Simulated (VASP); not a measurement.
# GaN (P6_3mc) in VASP: further runs

The runs below take GaN through single point, relaxation of cell and atoms, with PBEsol.

Program: VASP 6.6.1. These are calculated values, not measurements. Logs are shortened: lines on timing, memory, paths and dates and some standing lists are left out, and cuts for length are marked.

## (1) The cell of the first run

The structure is hexagonal, space group P6_3mc (No. 186). Conventional cell: a = 3.183 Å, b = 3.183 Å, c = 5.185 Å, α = 90.00°, β = 90.00°, γ = 120.00°. Within 2.6 Å of Ga (site symmetry 3m) lie 4 N at 1.95 Å. N (site symmetry 3m) has 4 Ga at 1.95 Å within 2.6 Å.

## (2) Single point, PBEsol

The input, INCAR:

```
SYSTEM = GaN
PREC = Accurate
ENCUT = 520
EDIFF = 1E-6
ISMEAR = 0
SIGMA = 0.02
LREAL = .FALSE.
LASPH = .TRUE.
NELM = 80
ALGO = Normal
ISIF = 2
LWAVE = .FALSE.
LCHARG = .TRUE.
GGA = PS
LELF = .TRUE.
LVHAR = .TRUE.
NBANDS = 26
```

The input, KPOINTS:

```
regular mesh
0
G
  12 12 6
  0 0 0
```

The input, POSCAR:

```
GaN
1.0
    3.1825943895      0.0000000000      0.0000000000
   -1.5912971947      2.7562075912      0.0000000000
    0.0000000000      0.0000000000      5.1854975409
Ga N
2 2
Direct
    0.3333333333      0.6666666667     -0.0008052720
    0.6666666667      0.3333333333      0.4991947280
    0.3333333333      0.6666666667      0.3758052720
    0.6666666667      0.3333333333      0.8758052720
```

Potentials or basis: VASP PAW PBE potentials, release 64 (Ga_d, N).

Launch:

```sh
$ cat potpaw_PBE.64/Ga_d/POTCAR potpaw_PBE.64/N/POTCAR > POTCAR
$ mpirun -np 1 vasp_std > vasp.out
```

OUTCAR:

```text
SYSTEM = GaN
   PREC = Accurate
   ENCUT = 520
   EDIFF = 1E-6
   ISMEAR = 0
   LREAL = .FALSE.
   LASPH = .TRUE.
   NELM = 80
   ISIF = 2
   GGA = PS

 ion  position               nearest neighbor table
   1  0.333  0.667  0.999-   4 1.95   4 1.95   4 1.95   3 1.95
   2  0.667  0.333  0.499-   3 1.95   3 1.95   3 1.95   4 1.95
   3  0.333  0.667  0.376-   2 1.95   2 1.95   2 1.95   1 1.95
   4  0.667  0.333  0.876-   1 1.95   1 1.95   1 1.95   2 1.95

  LATTYP: Found a hexagonal cell.
 ALAT       =     3.1825943895
 C/A-ratio  =     1.6293303218

  Lattice vectors:

 A1 = (   3.1825943895,   0.0000000000,   0.0000000000)
 A2 = (  -1.5912971947,   2.7562075912,   0.0000000000)
 A3 = (   0.0000000000,   0.0000000000,   5.1854975409)

Analysis of symmetry for initial positions (statically):
=====================================================================
 Subroutine PRICEL returns:
 Original cell was already a primitive cell.

 Routine SETGRP: Setting up the symmetry group for a
 hexagonal supercell.

 Subroutine GETGRP returns: Found 12 space group operations
 (whereof  6 operations were pure point group operations)
 out of a pool of 24 trial point group operations.

The static configuration has the point symmetry C_3v.
 The point group associated with its full space group is C_6v.

Analysis of symmetry for dynamics (positions and initial velocities):
=====================================================================
 Subroutine PRICEL returns:
 Original cell was already a primitive cell.

 Routine SETGRP: Setting up the symmetry group for a
 hexagonal supercell.

 Subroutine GETGRP returns: Found 12 space group operations
 (whereof  6 operations were pure point group operations)
 out of a pool of 24 trial point group operations.

The dynamic configuration has the point symmetry C_3v.
 The point group associated with its full space group is C_6v.

 Subroutine INISYM returns: Found 12 space group operations
 (whereof  6 operations are pure point group operations),
 and found     1 'primitive' translations

----------------------------------------------------------------------------------------

                                     Primitive cell

  volume of cell :      45.4866

  direct lattice vectors                    reciprocal lattice vectors
     3.182594390  0.000000000  0.000000000     0.314209063  0.181408687  0.000000000
    -1.591297195  2.756207591  0.000000000     0.000000000  0.362817374  0.000000000
     0.000000000  0.000000000  5.185497541     0.000000000  0.000000000  0.192845526

  length of vectors
     3.182594390  3.182594389  5.185497541     0.362817374  0.362817374  0.192845526

  position of ions in fractional coordinates (direct lattice)
     0.333333333  0.666666667  0.999194728
     0.666666667  0.333333333  0.499194728
     0.333333333  0.666666667  0.375805272
     0.666666667  0.333333333  0.875805272

  ion indices of the primitive-cell ions
   primitive index   ion index
                 1           1
                 2           2
                 3           3
                 4           4

----------------------------------------------------------------------------------------

 KPOINTS: regular mesh

Automatic generation of k-mesh.
 Grid dimensions read from file:
 generate k-points for:   12   12    6

 Generating k-lattice:

  Cartesian coordinates                     Fractional coordinates (reciprocal lattice)
     0.026184089  0.015117391  0.000000000     0.083333333  0.000000000  0.000000000
     0.000000000  0.030234781  0.000000000     0.000000000  0.083333333  0.000000000
     0.000000000  0.000000000  0.032140921     0.000000000  0.000000000  0.166666667

  Length of vectors
     0.030234781  0.030234781  0.032140921

  Shift w.r.t. Gamma in fractional coordinates (k-lattice)
     0.000000000  0.000000000  0.000000000

 Subroutine IBZKPT returns following result:
 ===========================================

 Found     76 irreducible k-points:

 Following reciprocal coordinates:
            Coordinates               Weight
  0.000000  0.000000  0.000000      1.000000
  0.083333  0.000000  0.000000      6.000000
  0.166667  0.000000  0.000000      6.000000
  0.250000  0.000000  0.000000      6.000000
  0.333333  0.000000  0.000000      6.000000
  0.416667  0.000000  0.000000      6.000000
[... 16 lines left out ...]
  0.250000  0.000000  0.166667     12.000000
  0.333333  0.000000  0.166667     12.000000
 [... further k-points ...]
   k-points           NKPTS =     76   k-points in BZ     NKDIM =     76   number of bands    NBANDS=     26
   number of dos      NEDOS =    301   number of ions     NIONS =      4
   total plane-waves  NPLWV =  23040
   dimension x,y,z NGX =    24 NGY =   24 NGZ =   40
   dimension x,y,z NGXF=    48 NGYF=   48 NGZF=   80
   ions per type =               2   2
   NGX,Y,Z   is equivalent  to a cutoff of  12.54, 12.54, 12.82 a.u.
   NGXF,Y,Z  is equivalent  to a cutoff of  25.07, 25.07, 25.65 a.u.
 SYSTEM =  GaN
   PREC   = accura    normal or accurate (medium, high low for compatibility)
   ISTART =      0    job   : 0-new  1-cont  2-samecut
   ICHARG =      2    charge: 1-file 2-atom 10-const
   ISPIN  =      1    spin polarized calculation?
   LNONCOLLINEAR =      F non collinear calculations
   LSORBIT =      F    spin-orbit coupling
   LASPH  =      T    aspherical Exc in radial PAW
   ENCUT  =  520.0 eV  38.22 Ry    6.18 a.u.   5.92  5.92  9.64*2*pi/ulx,y,z
   NELM   =     80;   NELMIN=  2; NELMDL= -5     # of ELM steps
   EDIFF  = 0.1E-05   stopping-criterion for ELM
   LREAL  =      F    real-space projection
   EDIFFG = 0.1E-04   stopping-criterion for IOM
   NSW    =      0    number of steps for IOM
   IBRION =     -1    ionic relax: 0-MD 1-quasi-New 2-CG
   NFREE  =      0    steps in history (QN), initial steepest desc. (CG)
   ISIF   =      2    stress and relaxation
   ISYM   =      2    0-nonsym 1-usesym 2-fastsym
   POTIM  = 0.5000    time-step for ionic-motion
   TEBEG  =    0.0;   TEEND  =   0.0 temperature during run
   PSTRESS=    0.0 pullay stress
   NELECT =      36.0000    total number of electrons
   NUPDOWN=      -1.0000    fix difference up-down
   EMIN   =  10.00;   EMAX   =-10.00  energy-range for DOS
   EFERMI =   0.00;   METHOD = LEGACY
   ISMEAR =     0;   SIGMA  =   0.02  broadening in eV -4-tet -1-fermi 0-gaus
   EFERMI_NEDOS =   21; number of points for ismear=-14 and -15
   IALGO  =     38    algorithm
   IMIX   =      4    mixing-type and parameters
     AMIX     =   0.40;   BMIX     =  1.00
     AMIX_MAG =   1.60;   BMIX_MAG =  1.00
  volume/ion in A,a.u.               =      11.37        76.74
  Fermi-wavevector in a.u.,A,eV,Ry     =   1.514309  2.861629 31.199944  2.293131
  Thomas-Fermi vector in A             =   2.623984
   LORBIT       =      0    0 simple, 1 ext, 2 COOP (PROOUT), +10 PAW based schemes
   GGA     = PS    functional components
   LHFCALC =     F    Hartree Fock is set to
   AEXX    =    0.0000 exact exchange contribution
   IVDW    =     0    specifies the selected vdW correction
   LEPSILON=     F    determine dielectric tensor
   LRPA    =     F    only Hartree local field effects (RPA)
 non-spin polarized calculation
 Gauss-broadening in eV      SIGMA  =   0.02
  energy-cutoff  :      520.00
  volume of cell :       45.49
 maximum number of plane-waves:      1248
 NGX is ok and might be reduce to    24
   NGX = 11   NGY = 11   NGZ = 19

 number of electron      35.9999992 magnetization

 Free energy of the ion-electron system (eV)
  ---------------------------------------------------
  ext. energy  EPLUGINS =         0.00000000
  ---------------------------------------------------
  free energy    TOTEN  =       -26.26860900 eV

  energy without entropy =      -26.26860900  energy(sigma->0) =      -26.26860900

 E-fermi :   5.3750     XC(G=0): -11.9284

 val. band max:        5.2364344159   @ k =   0.0000   0.0000   0.0000
 cond. band min:       7.1297809980   @ k =   0.0000   0.0000   0.0000
 fundamental gap:      1.8933465821
 Fermi energy:         5.3750067494

 k-point     1 :       0.0000    0.0000    0.0000
  band No.  band energies     occupation
      1     -10.7809      2.00000
      2      -9.8122      2.00000
      3      -8.1697      2.00000
      4      -8.1539      2.00000
      5      -8.1539      2.00000
      6      -8.0911      2.00000
[... 18 lines left out ...]
     25      16.8890      0.00000
     26      16.8890      0.00000

 k-point     2 :       0.0833    0.0000    0.0000
  band No.  band energies     occupation
      1     -10.7100      2.00000
      2      -9.7933      2.00000
      3      -8.1635      2.00000
      4      -8.1435      2.00000
      5      -8.1322      2.00000
      6      -8.0834      2.00000
[... 18 lines left out ...]
     25      16.5305      0.00000
     26      17.0456      0.00000

 k-point     3 :       0.1667    0.0000    0.0000
  band No.  band energies     occupation
      1     -10.5164      2.00000
      2      -9.7470      2.00000
      3      -8.1388      2.00000
      4      -8.1182      2.00000
      5      -8.0759      2.00000
      6      -8.0450      2.00000
[... 18 lines left out ...]
     25      16.5407      0.00000
     26      17.4074      0.00000

 k-point     4 :       0.2500    0.0000    0.0000
  band No.  band energies     occupation
      1     -10.2580      2.00000
      2      -9.6958      2.00000
      3      -8.1132      2.00000
      4      -8.0931      2.00000
      5      -8.0288      2.00000
      6      -7.9861      2.00000
[... 18 lines left out ...]
     25      16.5637      0.00000
     26      17.8985      0.00000
[... 496 lines left out ...]
      1     -10.4436      2.00000
      2      -9.7705      2.00000
      3      -8.1352      2.00000
      4      -8.1148      2.00000
      5      -8.0775      2.00000
      6      -8.0456      2.00000
[... 18 lines left out ...]
     25      16.1402      0.00000
     26      17.1956      0.00000

 k-point    23 :       0.2500    0.0000    0.1667
  band No.  band energies     occupation
      1     -10.1991      2.00000
      2      -9.7098      2.00000
      3      -8.1138      2.00000
      4      -8.0866      2.00000
      5      -8.0425      2.00000
      6      -7.9937      2.00000
[... 18 lines left out ...]
     25      16.2464      0.00000
     26      17.7197      0.00000

 k-point    24 :       0.3333    0.0000    0.1667
  band No.  band energies     occupation
      1      -9.9790      2.00000
      2      -9.6645      2.00000
      3      -8.1055      2.00000
      4      -8.0702      2.00000
      5      -8.0145      2.00000
      6      -7.9438      2.00000
[... 18 lines left out ...]
     25      16.4721      0.00000
     26      18.2532      0.00000

 [... further k-points ...]

------------------------ aborting loop because EDIFF is reached ----------------------------------------

  FORCE on cell =-STRESS in cart. coord.  units (eV):
  Direction    XX          YY          ZZ          XY          YZ          ZX
  --------------------------------------------------------------------------------------
  -------------------------------------------------------------------------------------
  Total       -0.0428931     -0.0428931     -0.0323385     -0.0000000      0.0000000      0.0000000
  in kB       -1.5108244     -1.5108244     -1.1390590     -0.0000000      0.0000000      0.0000000
  external PRESSURE =      -1.3869026 kB  Pullay stress =       0.0000000 kB

 VOLUME and BASIS-vectors are now :
 -----------------------------------------------------------------------------
  energy-cutoff  :      520.00
  volume of cell :       45.49
      direct lattice vectors                 reciprocal lattice vectors
     3.182594390  0.000000000  0.000000000     0.314209063  0.181408687  0.000000000
    -1.591297195  2.756207591  0.000000000     0.000000000  0.362817374  0.000000000
     0.000000000  0.000000000  5.185497541     0.000000000  0.000000000  0.192845526

 POSITION                                       TOTAL-FORCE (eV/Angst)
 -----------------------------------------------------------------------------------
     -0.00000      1.83747      5.18132        -0.000000     -0.000000     -0.000323
      1.59130      0.91874      2.58857         0.000000      0.000000     -0.000323
     -0.00000      1.83747      1.94874         0.000000     -0.000000      0.000323
      1.59130      0.91874      4.54149        -0.000000      0.000000      0.000323
 -----------------------------------------------------------------------------------
    total drift:                               -0.000001     -0.000001     -0.000627

  FREE ENERGIE OF THE ION-ELECTRON SYSTEM (eV)
  ---------------------------------------------------
  free  energy   TOTEN  =       -26.2686089971 eV

  energy  without entropy=      -26.2686089971  energy(sigma->0) =      -26.26860900
```

It took 64 s on 1 thread of Intel Xeon Platinum 8259CL at 2.50GHz (Skylake/Cascade Lake), shared host; peak memory 0.21 GiB.

What came out:

| Property | Result |
| --- | --- |
| Free energy | -26.2686 eV |
| Pressure | -0.1 GPa |
| Band gap on the k mesh | 1.89 eV |

Caveat: the PAW data sets were made with another functional, which shifts forces and pressure a little.

(Continued in part 2 of 2.)
